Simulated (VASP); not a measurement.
Here is a VASP 6.6.1 calculation.

File INCAR:

```
ALGO = Normal
EDIFF = 1E-7
ENCUT = 520
GGA = PS
ISIF = 2
ISMEAR = -1
ISPIN = 2
LASPH = T
LCHARG = T
LELF = T
LMAXMIX = 4
LORBIT = 11
LREAL = F
LVHAR = T
LWAVE = F
MAGMOM = 0 1 0 0 0 0 0 0 0 0
NBANDS = 56
NELM = 150
PREC = Accurate
SIGMA = 0.05
```

KPOINTS

```
Automatic mesh
0
Gamma
  2 2 2
  0.5 0.5 0.5
```

File POSCAR:

```
BaZr2TaO6
1.0
    8.3619610000      0.0000000000      0.0000000000
    0.0000000000      4.1809800000      0.0000000000
    0.0000000000      0.0000000000      4.1809800000
Ba Ta Zr O
1 1 2 6
Direct
    0.0000830000      0.9972290000      0.0118420000
    0.4990030000      0.0020710000      0.0015820000
    0.2478110000      0.5038500000      0.4968570000
    0.7479920000      0.5059870000      0.5049590000
    0.2456070000      0.5012400000      0.0030050000
    0.7495160000      0.5018840000      0.9980070000
    0.9985260000      0.4951160000      0.4964150000
    0.4996620000      0.4990130000      0.4961250000
    0.2472160000      0.9989130000      0.4956410000
    0.7532350000      0.9912300000      0.5031190000
```

Potentials or basis: VASP PAW PBE potentials, release 64 (Ba_sv, Ta_pv, Zr_sv, O).

Command:

```bash
$ cat potpaw_PBE.64/Ba_sv/POTCAR potpaw_PBE.64/Ta_pv/POTCAR potpaw_PBE.64/Zr_sv/POTCAR potpaw_PBE.64/O/POTCAR > POTCAR
$ mpirun -np 1 vasp_std > vasp.out
```

Estimate the largest force.

0.784 eV/Å.

Predict the band gap on the k mesh.

0.11 eV.

Predict the net moment.

3.00 μB per cell.

Estimate the site moments.

Ba +0.02; Ta +2.06; Zr +0.02; O +0.01, +0.00, -0.05 μB.

Forces in eV/Å, atoms in the order of the input:
```
Ba  -0.104  0.099 -0.155
Ta   0.044  0.022  0.083
Zr   0.541 -0.251  0.289
Zr  -0.204 -0.609 -0.198
O    0.289 -0.031 -0.295
O   -0.281 -0.010  0.256
O    0.083  0.016  0.021
O   -0.273 -0.101 -0.034
O    0.231  0.178 -0.155
O   -0.326  0.688  0.188
```

Caveat: the k points lie up to 0.75 Å⁻¹ apart; the PAW data sets were made with another functional, which shifts forces and pressure a little; spin-orbit coupling is left out, which moves the levels of the heavy elements.
